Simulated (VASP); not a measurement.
# TaPb (Fm-3m) in VASP: notebook, part 2 of 2

VASP 6.6.1. Earlier steps stand in the parts before.

## 5. Single point, PBE

File INCAR:

```
SYSTEM = TaPb
ALGO = Fast
EDIFF = 1E-6
ENCUT = 520
GGA = PE
ISIF = 2
ISMEAR = 0
LASPH = .TRUE.
LCHARG = .FALSE.
LREAL = .FALSE.
LWAVE = .FALSE.
NBANDS = 20
NELM = 100
PREC = Accurate
SIGMA = 0.1
```

File KPOINTS:

```
k-points
0
G
  16 16 16
  0 0 0
```

File POSCAR:

```
TaPb
1.0
    0.0000000000      2.8834738143      2.8834738143
    2.8834738143      0.0000000000      2.8834738143
    2.8834738143      2.8834738143      0.0000000000
Ta Pb
1 1
Direct
    0.5000000000      0.5000000000      0.5000000000
    0.0000000000      0.0000000000      0.0000000000
```

The run is started by

```console
$ cat potpaw_PBE.64/Ta_pv/POTCAR potpaw_PBE.64/Pb_d/POTCAR > POTCAR
$ mpirun -np 1 vasp_std > vasp.out
```

Run time: 3.6 min. Hardware: 1 thread of AMD EPYC 7R43 (Zen 3), shared host; peak memory 0.23 GiB.

Results (log left out):

```yaml
Free_energy: -13.0702 eV
Pressure: 0.1 GPa
```

Levels at points of the mesh, in eV from the Fermi level:
| k point | band 11 | band 12 | band 13 | band 14 | band 15 | band 16 |
| --- | --- | --- | --- | --- | --- | --- |
| (0.00, 0.00, 0.00) | -0.57 | -0.57 | 0.25 | 0.25 | 2.74 | 2.74 |
| (0.50, 0.00, 0.00) | -2.58 | -2.58 | 0.56 | 0.56 | 0.76 | 4.21 |
| (0.50, 0.50, 0.00) | -1.80 | -0.24 | -0.24 | 0.85 | 1.12 | 1.14 |

Caveat: spin-orbit coupling is left out, which moves the levels of the heavy elements.

## 6. Relaxation of cell and atoms, PBE

File INCAR:

```
ALGO = Fast
EDIFF = 1E-7
EDIFFG = -0.01
ENCUT = 600
GGA = PE
IBRION = 2
ISIF = 3
ISMEAR = 0
LASPH = True
LCHARG = False
LREAL = False
LWAVE = False
NELM = 80
NSW = 100
PREC = Accurate
SIGMA = 0.1
```

File KPOINTS:

```
k-points
0
Gamma
  16 16 16
```

File POSCAR:

```
TaPb
1.0
    0.0000000000      2.8842549861      2.8842549861
    2.8842549861      0.0000000000      2.8842549861
    2.8842549861      2.8842549861      0.0000000000
Ta Pb
1 1
Direct
    0.5000000000      0.5000000000      0.5000000000
    0.0000000000      0.0000000000      0.0000000000
```

Potentials or basis: VASP PAW PBE potentials, release 64 (Ta_pv, Pb_d).

The run is started by

```console
$ cat potpaw_PBE.64/Ta_pv/POTCAR potpaw_PBE.64/Pb_d/POTCAR > POTCAR
$ mpirun -np 1 vasp_std > vasp.out
```

OUTCAR:

```text
EDIFF = 1E-7
   EDIFFG = -0.01
   ENCUT = 600
   GGA = PE
   IBRION = 2
   ISIF = 3
   ISMEAR = 0
   LASPH = True
   LREAL = False
   NELM = 80
   NSW = 100
   PREC = Accurate

 ion  position               nearest neighbor table
   1  0.500  0.500  0.500-   2 2.88   2 2.88   2 2.88   2 2.88   2 2.88   2 2.88
   2  0.000  0.000  0.000-   1 2.88   1 2.88   1 2.88   1 2.88   1 2.88   1 2.88

  LATTYP: Found a face centered cubic cell.
 ALAT       =     5.7685099722

  Lattice vectors:

 A1 = (   0.0000000000,   2.8842549861,   2.8842549861)
 A2 = (   2.8842549861,   0.0000000000,   2.8842549861)
 A3 = (   2.8842549861,   2.8842549861,   0.0000000000)

Analysis of symmetry for initial positions (statically):
=====================================================================
 Subroutine PRICEL returns:
 Original cell was already a primitive cell.

[... 248 lines left out ...]
  ext. energy  EPLUGINS =         0.00000000
  ---------------------------------------------------
  free energy    TOTEN  =       -13.07048705 eV

  energy without entropy =      -13.06097150  energy(sigma->0) =      -13.06572927

 E-fermi :   7.1153     XC(G=0): -11.2019

 val. band max:        7.1058154990   @ k =  -0.3750   0.3125   0.0625
 cond. band min:       7.1291883672   @ k =  -0.2500   0.1875   0.0000
 fundamental gap:      0.0233728681
 Fermi energy:         7.1153051278

 k-point     1 :       0.0000    0.0000    0.0000
  band No.  band energies     occupation
      1     -28.4027      2.00000
      2     -28.4027      2.00000
      3     -28.4027      2.00000
      4      -9.8807      2.00000
      5      -9.8807      2.00000
      6      -9.7238      2.00000
[... 433 lines left out ...]
      3     -28.4037      2.00000
      4      -9.8739      2.00000
      5      -9.8672      2.00000
      6      -9.7224      2.00000
[... 8 lines left out ...]
     15       9.1733      0.00000
     16       9.9652      0.00000

 [... further k-points ...]
[... 5 lines left out ...]
  --------------------------------------------------------------------------------------
  -------------------------------------------------------------------------------------
  Total        0.0020354      0.0020354      0.0020354     -0.0000000     -0.0000000      0.0000000
  in kB        0.0680058      0.0680058      0.0680058     -0.0000000     -0.0000000      0.0000000
  external PRESSURE =       0.0680058 kB  Pullay stress =       0.0000000 kB
[... 17 lines left out ...]
  FREE ENERGIE OF THE ION-ELECTRON SYSTEM (eV)
  ---------------------------------------------------
  free  energy   TOTEN  =       -13.0704870460 eV

  energy  without entropy=      -13.0609715000  energy(sigma->0) =      -13.06572927

 reached required accuracy - stopping structural energy minimisation
```

CONTCAR:

```text
TaPb
   1.00000000000000
     0.0000000000000000    2.8835451812394610    2.8835451812394610
     2.8835451812394610    0.0000000000000000    2.8835451812394610
     2.8835451812394610    2.8835451812394610    0.0000000000000000
  Ta              Pb
     1     1
Direct
     0.5000000000000000    0.5000000000000000    0.5000000000000000
     0.0000000000000000    0.0000000000000000    0.0000000000000000

  0.00000000E+00  0.00000000E+00  0.00000000E+00
  0.00000000E+00  0.00000000E+00  0.00000000E+00
```

It took 11 min on 1 thread of AMD EPYC 7R43 (Zen 3), shared host; peak memory 0.29 GiB.

What came out:

| Quantity | Value |
| --- | --- |
| Free energy | -13.0705 eV |
| Relaxed volume | 23.98 Å³/atom |
| Relaxed cell | a = 4.078 Å, b = 4.078 Å, c = 4.078 Å, α = 60.00°, β = 60.00°, γ = 60.00° |
| Space group after relaxing (to 0.05 Å) | Fm-3m (No. 225) |
| Energy gained by relaxing | 0.0 meV/atom |
| Ionic steps | 3 |
| Pressure after relaxing | 0.0 GPa |

Final structure:
```
Ta Pb
1.0
     0.00000    2.88355    2.88355
     2.88355    0.00000    2.88355
     2.88355    2.88355    0.00000
Ta Pb
1 1
Direct
  0.50000 0.50000 0.50000
  0.00000 0.00000 0.00000
```

Caveat: spin-orbit coupling is left out, which moves the levels of the heavy elements.

## 7. The runs side by side

```tsv
task	cell	k mesh	cutoff (eV)	gap on the mesh (eV)	pressure (GPa)	relaxed volume (Å³/atom)
single point	a = 4.079 Å, angles 60.0°, 2 atoms	6 × 6 × 6	520	none	-0.1	-
single point	a = 4.313 Å, angles 60.0°, 2 atoms	6 × 6 × 6	520	none	-11.6	-
relaxation of cell and atoms	relaxed from a = 4.313 Å, angles 60.0°, 2 atoms	6 × 6 × 6	600	none	-0.1	24.01
single point	a = 4.078 Å, angles 60.0°, 2 atoms	16 × 16 × 16	520	none	0.1	-
relaxation of cell and atoms	relaxed from a = 4.079 Å, angles 60.0°, 2 atoms	16 × 16 × 16	600	none	0.0	23.98
```

Alike in all rows: level PBE; potentials or basis VASP PAW PBE potentials, release 64 (Ta_pv, Pb_d); no spin polarisation; smearing gaussian 0.1 eV.

Caveats: spin-orbit coupling is left out, which moves the levels of the heavy elements; the volume moved by over 15 % at a fixed basis, so the end points are rough (some runs).

Total energies depend on the potentials used, so only differences within one code and one set of settings carry meaning.
